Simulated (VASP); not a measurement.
A run of VASP 6.6.1 is set up as follows.

Contents of INCAR:

```
PREC = Accurate
ENCUT = 520
EDIFF = 1E-6
ISMEAR = -1
SIGMA = 0.05
LREAL = F
LASPH = T
NELM = 80
ALGO = Normal
ISIF = 2
LWAVE = F
LCHARG = F
GGA = PE
NBANDS = 10
```

KPOINTS

```
regular mesh
0
Gamma
  14 14 14
```

File POSCAR:

```
I
1.0
    0.0000000000      2.2839386976      2.2839386976
    2.2839386976      0.0000000000      2.2839386976
    2.2839386976      2.2839386976      0.0000000000
I
1
Direct
    0.0000000000      0.0000000000      0.0000000000
```

Potentials or basis: VASP PAW PBE potentials, release 64 (I).

Run with:

```console
$ cat potpaw_PBE.64/I/POTCAR > POTCAR
$ mpirun -np 1 vasp_std > vasp.out
```

**Question.** What does it give for the pressure?

**Answer.** 25.0 GPa.

**Question.** Predict the band gap on the k mesh.

**Answer.** Zero (an odd number of electrons rules out a gap without spin polarisation).

Caveat: the cell stands under pressure; spin-orbit coupling is left out, which moves the levels of the heavy elements; an odd number of electrons without spin polarisation forces a metal; a magnetic or distorted state may lie lower.
